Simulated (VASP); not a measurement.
A run of VASP 6.6.1:

Contents of INCAR:

```
SYSTEM = Sb
  ALGO = Normal
  DIPOL = 0.5 0.5 0.388
  EDIFF = 1E-6
  ENCUT = 400
  GGA = PE
  GGA_COMPAT = .False.
  IDIPOL = 3
  ISIF = 2
  ISMEAR = 0
  IVDW = 12
  LASPH = .True.
  LCHARG = .True.
  LDIPOL = .True.
  LELF = .True.
  LREAL = .False.
  LVACPOTAV = .True.
  LVHAR = .True.
  LWAVE = .False.
  NBANDS = 38
  NELM = 120
  NELMDL = -8
  PREC = Accurate
  SIGMA = 0.05
```

Contents of KPOINTS:

```
k-points
0
Gamma
  9 9 1
  0 0 0
```

File POSCAR:

```
Sb
1.0
    4.0686848921      0.0000000000      0.0000000000
   -2.0343424461      3.5235844766      0.0000000000
    0.0000000000      0.0000000000     20.8000277116
Sb
4
Direct
    0.3333333333      0.6666666667      0.2956733491
    0.6666666667      0.3333333333      0.2163458656
    0.6666666667      0.3333333333      0.5600967399
    0.3333333333      0.6666666667      0.4807692564
```

Potentials or basis: VASP PAW PBE potentials, release 64 (Sb_d_GW).

Run with:

```console
$ cat potpaw_PBE.64/Sb_d_GW/POTCAR > POTCAR
$ mpirun -np 1 vasp_std > vasp.out
```

Hardware: 1 thread of Intel(R) Xeon(R) 6975P-C (Granite Rapids), with other jobs on the host.

Task: Estimate the wall time of this run.

Result: Wall time 120 s on 1 thread of Intel(R) Xeon(R) 6975P-C (Granite Rapids), on a shared host, peak memory 0.35 GiB. Counts: scf iterations 23, k points 12.
